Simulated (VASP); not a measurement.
Wanted: the native input for a VASP 6.6.1 run.

* Task: dielectric tensor
* Functional: r2SCAN
* Potentials or basis: VASP PAW PBE potentials, release 64 (Zn, O)
* Cutoff: 520 eV
* k mesh: 9 × 9 × 4
* Occupations: gaussian, width 0.01 eV
* Spin: no spin polarisation
* Dipole correction: no
* Further INCAR settings: ALGO = Normal; EDIFF = 1e-08

The structure of ZnO lies in POSCAR:

```
ZnO
1.0
    3.2029874582      0.0000000000      0.0000000000
   -1.6014937291      2.7738685068      0.0000000000
    0.0000000000      0.0000000000      5.1588423132
Zn O
2 2
Direct
    0.3333333333      0.6666666667     -0.0023477533
    0.6666666667      0.3333333333      0.4976522467
    0.3333333333      0.6666666667      0.3773477533
    0.6666666667      0.3333333333      0.8773477533
```

This cell differs from its parent crystal: strain -1.0%.

One way to write it, as run:

INCAR

```
SYSTEM = ZnO
PREC = Accurate
ENCUT = 520
EDIFF = 1E-8
ISMEAR = 0
SIGMA = 0.01
LREAL = .False.
LASPH = .True.
NELM = 60
ALGO = Normal
ISIF = 2
LWAVE = .False.
LCHARG = .False.
METAGGA = R2SCAN
LMIXTAU = .True.
LCALCEPS = .True.
```

KPOINTS

```
regular mesh
0
Gamma
  9 9 4
  0 0 0
```

Potentials or basis: VASP PAW PBE potentials, release 64 (Zn, O).

Run with:

```console
$ cat potpaw_PBE.64/Zn/POTCAR potpaw_PBE.64/O/POTCAR > POTCAR
$ mpirun -np 1 vasp_std > vasp.out
```

It gave:

The band gap on the k mesh is 1.28 eV. The electronic dielectric tensor (diagonal) is 4.20, 4.20, 4.22. The born charges (mean of the diagonal) is Zn +2.08; O -2.08 e.

Caveat: the cell differs from its parent crystal (strain -1.0%).

Wall time 49 min on 1 thread of Intel(R) Xeon(R) Platinum 8559C (Emerald Rapids), on a shared host, peak memory 0.7 GiB.
